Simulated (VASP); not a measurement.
Wanted: the native input for a VASP 6.6.1 run.

| Quantity | Value |
| --- | --- |
| Task | single point |
| Functional | PBE |
| Dispersion | D3(BJ) |
| Potentials or basis | VASP PAW PBE potentials, release 64 (Se, W_sv) |
| Cutoff | 520 eV |
| k mesh | 12 × 12 × 1 |
| Occupations | gaussian, width 0.02 eV |
| Spin | no spin polarisation |
| Dipole correction | yes |
| Further INCAR settings | ALGO = Normal; EDIFF = 1e-06; NBANDS = 35 |

The structure of WSe2 lies in POSCAR:

```
WSe2
1.0
    3.2855208648      0.0000000000      0.0000000000
   -1.6427604324      2.8453445336      0.0000000000
    0.0000000000      0.0000000000     46.0775279785
Se W
4 2
Direct
    0.3333333333      0.6666666667      0.3938548046
    0.3333333333      0.6666666667      0.4669318628
    0.6666666667      0.3333333333      0.5330681336
    0.6666666667      0.3333333333      0.6061451960
    0.6666666667      0.3333333333      0.4304000261
    0.3333333333      0.6666666667      0.5695999770
```

One way to write it, as run:

INCAR

```
SYSTEM = WSe2
  PREC = Accurate
  ENCUT = 520
  EDIFF = 1E-6
  ISMEAR = 0
  SIGMA = 0.02
  LREAL = .False.
  LASPH = .True.
  NELM = 80
  ALGO = Normal
  ISIF = 2
  LWAVE = .False.
  LCHARG = .False.
  LDIPOL = .True.
  IDIPOL = 3
  DIPOL = 0.5 0.5 0.500
  GGA = PE
  IVDW = 12
  NBANDS = 35
```

KPOINTS

```
regular mesh
0
Gamma
  12 12 1
  0 0 0
```

Potentials or basis: VASP PAW PBE potentials, release 64 (Se, W_sv).

Run with:

```bash
$ cat potpaw_PBE.64/Se/POTCAR potpaw_PBE.64/W_sv/POTCAR > POTCAR
$ mpirun -np 1 vasp_std > vasp.out
```

It gave:

- Largest force: 0.051 eV/Å
- Band gap on the k mesh: 1.29 eV (least direct gap 1.61 eV)
- Dispersion energy per atom: -0.402 eV

Caveat: spin-orbit coupling is left out, which moves the levels of the heavy elements.

It took 14 min on 1 thread of Intel Xeon 8259CL, with other jobs on the host, peak memory 0.59 GiB.
